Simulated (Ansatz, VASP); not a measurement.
# Two plane-wave programs on MgO

```
Mg O
1.0
     4.21494    0.00000    0.00000
     0.00000   -4.21494    0.00000
     0.00000    0.00000   -4.21494
Mg O
4 4
Direct
  0.94665 0.05335 0.10059
  0.50000 0.50000 0.00000
  0.50000 0.00000 0.50000
  0.00000 0.50000 0.50000
  0.50000 0.00000 0.00000
  0.00000 0.50000 0.00000
  0.00000 0.00000 0.50000
  0.50000 0.50000 0.50000
```

Alike in both runs: task single point; functional PBEsol; k mesh 6 × 6 × 6; occupations gaussian, width 0.05 eV; no spin polarisation.

|  | VASP | Ansatz |
| --- | --- | --- |
| version | VASP 6.6.1 | Ansatz 0.2.0 |
| potentials or method | VASP PAW PBE potentials, release 64 (Mg, O), cutoff 520 eV | scalar-relativistic, plane waves, PAW |
| valence electrons in the cell | 32 | 64 |

|  | VASP | Ansatz | Ansatz less VASP |
| --- | --- | --- | --- |
| gap on the k mesh at the Fermi level (eV) | 4.53 | 4.53 | +0.003 |
| least direct gap on the mesh (eV) | 4.53 | 4.53 | +0.003 |
| pressure (GPa) | 8.0 | 8.2 | +0.20 |
| traceless stress, the component that is largest in VASP (GPa) | 8.34 | 8.01 | -0.332 |
| rms of the force components (eV/Å) | 1.716 | 1.666 | -0.0499 |

VASP's potentials were made for PBE, not for PBEsol, and Ansatz warns of the same on its side. Atom by atom the forces differ by 0.052 eV/Å (rms over components). VASP's potentials hold 32 valence electrons a cell and Ansatz's 64, so a difference there can come from the potentials and not from the codes.
